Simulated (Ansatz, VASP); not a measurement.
**Na: VASP beside Ansatz**

```xyz
4
Lattice="3.6328 0.0000 0.0000 -1.8164 3.1461 0.0000 0.0000 0.0000 11.8164" Properties=species:S:1:pos:R:3 pbc="T T T"
Na    0.0000    0.0000    0.0000
Na    0.0000    2.0974    2.9541
Na    0.0000    0.0000    5.9082
Na    1.8164    1.0487    8.8623
```

Alike in both runs: functional PBE; dispersion D3(BJ); k mesh 12 × 12 × 4; occupations gaussian, width 0.1 eV; no spin polarisation.

Ansatz relaxed the structure, and its values are those at the end. VASP's run is a single point on that final structure, the one shown.

|  | VASP | Ansatz |
| --- | --- | --- |
| version | VASP 6.6.1 | Ansatz 0.2.0 |
| potentials or method | VASP PAW PBE potentials, release 64 (Na_pv), cutoff 520 eV | scalar-relativistic, plane waves, PAW |
| valence electrons in the cell | 28 | 36 |

```csv
,VASP,Ansatz,Ansatz less VASP
gap on the k mesh at the Fermi level (eV),none,none,-
pressure (GPa),0.0,0.1,+0.02
```

A gap of «none» marks a metal or a gap that the smearing closes. VASP's potentials hold 28 valence electrons a cell and Ansatz's 36, so a difference there can come from the potentials and not from the codes.
